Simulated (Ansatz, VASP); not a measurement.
**ScAs4: VASP beside Ansatz**

INCAR

```
SYSTEM = ScAs4
PREC     = Accurate       ! precision mode
ENCUT    = 500            ! plane-wave cutoff, eV
EDIFF    = 1E-6           ! SCF threshold, eV
ISMEAR   = 0              ! smearing method
SIGMA    = 0.1            ! smearing width, eV
LREAL    = .False.        ! projectors in reciprocal space
LASPH    = .True.         ! aspherical terms in the spheres
NELM     = 200            ! most SCF steps
ALGO     = Normal         ! electronic algorithm
ISIF     = 2              ! what is computed and relaxed
LWAVE    = .False.        ! write WAVECAR
LCHARG   = .False.        ! write CHGCAR
ISPIN    = 2              ! spin polarisation
MAGMOM   = 1 0 0 0 0      ! initial moments
LORBIT   = 11             ! projections on sites
LMAXMIX  = 4              ! l up to which the mixer works
GGA      = PE             ! functional
NBANDS   = 28             ! bands
GGA_COMPAT= .False.
```

Contents of KPOINTS:

```
Automatic mesh
0
Gamma
  4 4 2
  0 0 0
```

POSCAR

```
ScAs4
1.0
    2.6287164558     -2.6908462224      0.0000000000
    2.6287164558      2.6908462224      0.0000000000
    0.0000000000      0.0000000000      7.6427081035
Sc As
1 4
Direct
    0.0000000000      0.0000000000      0.0000000000
    0.5000000000      0.5000000000      0.8329155335
    0.5000000000      0.5000000000      0.1670844665
    0.2797292167      0.7202707833      0.5000000000
    0.7202707833      0.2797292167      0.5000000000
```

Input for Ansatz:

```yaml
crystal:
  lattice:
    - [2.6287164558, -2.6908462224, 0.0]
    - [2.6287164558, 2.6908462224, 0.0]
    - [0.0, 0.0, 7.6427081035]
  atoms:
    - { symbol: Sc, position: [0.0, 0.0, 0.0], spin: 1.0 }
    - { symbol: As, position: [0.5, 0.5, 0.8329155335] }
    - { symbol: As, position: [0.5, 0.5, 0.1670844665] }
    - { symbol: As, position: [0.2797292167, 0.7202707833, 0.5] }
    - { symbol: As, position: [0.7202707833, 0.2797292167, 0.5] }
basis:
  ecutwfc: 420
kpoints:
  mp_grid: { grid: [4, 4, 2] }
hamiltonian:
  xc: pbe
scf:
  occupations: { method: gaussian, width: 0.1 }
  lower_state_search: "off"
output:
  forces: true
  stress: true
  eigenvalues: true
  populations: true
magnetization:
  spin_polarized: true
```

Alike in both runs: task single point; functional PBE; k mesh 4 × 4 × 2; occupations gaussian, width 0.1 eV; collinear spin.

|  | VASP | Ansatz |
| --- | --- | --- |
| version | VASP 6.6.1 | Ansatz 0.2.0 |
| potentials or method | VASP PAW PBE potentials, release 64 (Sc_sv, As), cutoff 500 eV | scalar-relativistic, plane waves, PAW |
| valence electrons in the cell | 31 | 71 |

VASP gave:

* gap on the k mesh at the Fermi level (eV): none
* pressure (GPa): 0.2
* traceless stress, the component that is largest in VASP (GPa): 0.04
* rms of the force components (eV/Å): 0.019
* net moment per atom (μB): 0.00

Question: What did Ansatz give for the same quantities?

Answer: gap on the k mesh at the Fermi level (eV): none; pressure (GPa): 0.0; traceless stress, the component that is largest in VASP (GPa): 0.08; rms of the force components (eV/Å): 0.005; net moment per atom (μB): 0.00.

Atom by atom the forces differ by 0.023 eV/Å (rms over components). A gap of «none» marks a metal or a gap that the smearing closes. The functional is the same, so the differences come from potentials, cutoffs and numerics. VASP's potentials hold 31 valence electrons a cell and Ansatz's 71, so a difference there can come from the potentials and not from the codes. Ansatz's warnings: seeded moment not kept.

The k mesh is coarse, so the values compare programs but aren't converged.
